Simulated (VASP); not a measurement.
Runs of VASP 6.6.1 on Be2H. The structure is that of space group P4/mmm (No. 123), or close to it. The cells are those of the table. 

| task | cell | k mesh | cutoff (eV) | gap on the mesh (eV) | pressure (GPa) | relaxed volume (Å³/atom) | largest force (eV/Å) |
| --- | --- | --- | --- | --- | --- | --- | --- |
| single point | a = 2.329, b = 2.329, c = 4.193 Å, 3 atoms | 20 × 20 × 12 | 520 | none | 0.0 | - | - |
| single point | a = 2.176, b = 2.176, c = 4.158 Å, 3 atoms | 8 × 8 × 4 | 520 | none | 15.7 | - | (b) |
| relaxation of cell and atoms | relaxed from a = 2.176, b = 2.176, c = 4.158 Å, 3 atoms | 8 × 8 × 4 | 600 | none | -0.4 | (a) | 0.02 |
| single point | a = 2.361, b = 2.361, c = 4.098 Å, 3 atoms | 8 × 8 × 4 | 520 | none | 0.2 | - | 0.04 |
| relaxation of cell and atoms | relaxed from a = 2.361, b = 2.361, c = 4.098 Å, 3 atoms | 20 × 20 × 12 | 600 | none | 0.0 | 7.58 | 0.01 |

Alike in all rows: level PBE; potentials or basis VASP PAW PBE potentials, release 64 (Be, H); no spin polarisation; smearing gaussian 0.1 eV.

Q: Fill in the values left out.

A: (a) 7.67; (b) 1.02.

Caveats: some runs use coarse meshes; forces of over 1 eV/Å act on the atoms, so gaps and moduli don't describe the material at rest (some runs); the volume moved by over 15 % at a fixed basis, so the end points are rough (some runs).

A gap of «none» marks levels without a gap at the run's occupations.
